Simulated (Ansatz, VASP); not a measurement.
# SiO2: VASP beside Ansatz

```
Si O
1.0
     4.10880    0.00000    0.00000
     0.00000    4.10880    0.00000
     0.00000    0.00000    2.60910
Si O
2 4
Direct
  0.50000 0.50000 0.50000
  0.00000 0.00000 0.00000
  0.69301 0.69301 0.00000
  0.19301 0.80699 0.50000
  0.30699 0.30699 0.00000
  0.80699 0.19301 0.50000
```

Alike in both runs: task single point; functional PBE; k mesh 6 × 6 × 8; occupations gaussian, width 0.05 eV; no spin polarisation.

```csv
,VASP,Ansatz
version,VASP 6.6.1,Ansatz 0.2.0
potentials or method,"VASP PAW PBE potentials, release 64 (Si, O), cutoff 520 eV","scalar-relativistic, plane waves, PAW"
valence electrons in the cell,32,32
```

Ansatz gave:

```
gap on the k mesh at the Fermi level (eV) : 6.71
least direct gap on the mesh (eV)         : 6.71
rms of the force components (eV/Å)        : 0.336
```

**Question.** Estimate VASP's values.

**Answer.** gap on the k mesh at the Fermi level (eV): 6.70; least direct gap on the mesh (eV): 6.70; rms of the force components (eV/Å): 0.348.

Atom by atom the forces differ by 0.012 eV/Å (rms over components).
